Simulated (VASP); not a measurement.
Fe3Ge:

```
CELL_PARAMETERS angstrom
3.28084 0.00000 0.00000
0.00000 3.28084 0.00000
0.00000 0.00000 3.28084
ATOMIC_POSITIONS crystal
Fe 0.00000 0.50000 0.50000
Fe 0.50000 0.50000 0.00000
Fe 0.50000 0.00000 0.50000
Ge 0.00000 0.00000 0.00000
```

This cell differs from its parent crystal: volume scaled by 0.72.

Base run:

```yaml
Program: VASP 6.6.1
Functional: PBEsol
Potentials_or_basis: VASP PAW PBE potentials, release 64 (Fe, Ge_d)
Cutoff: 520 eV
k_mesh: 9 × 9 × 9
Occupations: fermi-dirac, width 0.03 eV
Spin: collinear spin, ferromagnetic start
Starting_moments: "[3.0, 3.0, 3.0, 0.0] μB"
```

Its results: pressure 93.4 GPa.

Question: The run is repeated on the same cell with these changes: spin from collinear spin, ferromagnetic start to no spin polarisation; further incar settings from ALGO = Normal; EDIFF = 1e-06; NBANDS = 31 to ALGO = Normal; EDIFF = 1e-06; NBANDS = 27. What comes out?

Answer: Pressure 84.0 GPa.

Caveats: the PAW data sets were made with another functional, which shifts forces and pressure a little.
